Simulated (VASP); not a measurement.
A run of VASP 6.6.1:

POSCAR

```
LaB6
1.0
    4.2068415300      0.0000000000      0.0000000000
    0.0000000000      4.2068415300      0.0000000000
    0.0000000000      0.0000000000      4.2068415300
La B
1 6
Direct
    0.0000000000      0.0000000000      0.0000000000
    0.2006176133      0.5000000000      0.5000000000
    0.5000000000      0.2006176133      0.5000000000
    0.7993823867      0.5000000000      0.5000000000
    0.5000000000      0.7993823867      0.5000000000
    0.5000000000      0.5000000000      0.2006176133
    0.5000000000      0.5000000000      0.7993823867
```

Contents of INCAR.step1:

```
SYSTEM = LaB6
PREC = Accurate ; ENCUT = 520
ISMEAR = -1 ; SIGMA = 0.1
LREAL = .False. ; LASPH = .True.
NELM = 100 ; NBANDS = 24
GGA = PE ; ALGO = Normal
EDIFF = 1E-4 ; LWAVE = .True.
LCHARG = .False.
```

File INCAR.step2:

```
SYSTEM = LaB6
PREC = Accurate ; ENCUT = 520
EDIFF = 1E-6 ; ISMEAR = -1
SIGMA = 0.1 ; LREAL = .False.
LASPH = .True. ; NELM = 100
ALGO = Normal ; ISIF = 2
LWAVE = .False. ; LCHARG = .False.
METAGGA = R2SCAN ; LMIXTAU = .True.
NBANDS = 24 ; ISTART = 1
```

File KPOINTS:

```
regular mesh
0
Gamma
  8 8 8
  0 0 0
```

Potentials or basis: VASP PAW PBE potentials, release 64 (La, B).

Command:

```console
$ cat potpaw_PBE.64/La/POTCAR potpaw_PBE.64/B/POTCAR > POTCAR
$ cp INCAR.step1 INCAR
$ mpirun -np 1 vasp_std > vasp.out
$ cp INCAR.step2 INCAR
$ mpirun -np 1 vasp_std > vasp.out
```

Hardware: 1 thread of AMD EPYC 7R43 64-Core Processor (Zen 3), on a shared host.

**Question.** How long does it take, and how much memory?

**Answer.** Run time: 3.7 min on 1 thread of AMD EPYC 7R43 64-Core Processor (Zen 3), with other jobs on the host, peak memory 0.19 GiB. Counts: k points 35.
